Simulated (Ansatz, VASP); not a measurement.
**Pt2C: VASP beside Ansatz**

```
Pt C
1.0
     0.00000    4.43557    4.43557
     4.43557    0.00000    4.43557
     4.43557    4.43557    0.00000
Pt C
4 2
Direct
  0.62500 0.12500 0.62500
  0.62500 0.62500 0.62500
  0.12500 0.62500 0.62500
  0.62500 0.62500 0.12500
  0.50000 0.50000 0.50000
  0.75000 0.75000 0.75000
```

Alike in both runs: task relaxation of cell and atoms; functional PBE; k mesh 8 × 8 × 8; occupations gaussian, width 0.1 eV; no spin polarisation.

|  | VASP | Ansatz |
| --- | --- | --- |
| version | VASP 6.6.1 | Ansatz 0.2.0 |
| potentials or method | VASP PAW PBE potentials, release 64 (Pt, C), cutoff 600 eV | scalar-relativistic, plane waves, PAW |
| valence electrons in the cell | 48 | 80 |

```csv
,VASP,Ansatz,Ansatz less VASP
"gap on the k mesh at the Fermi level, each at its own relaxed structure (eV)",none,none,-
relaxed volume (Å³/atom),29.16,29.09,-0.069
relaxed cell length with the largest relative difference (Å),6.278,6.273,-0.0050
```

A gap of «none» marks a metal or a gap that the smearing closes. VASP's potentials hold 48 valence electrons a cell and Ansatz's 80, so a difference there can come from the potentials and not from the codes.

Spin-orbit coupling is off throughout.
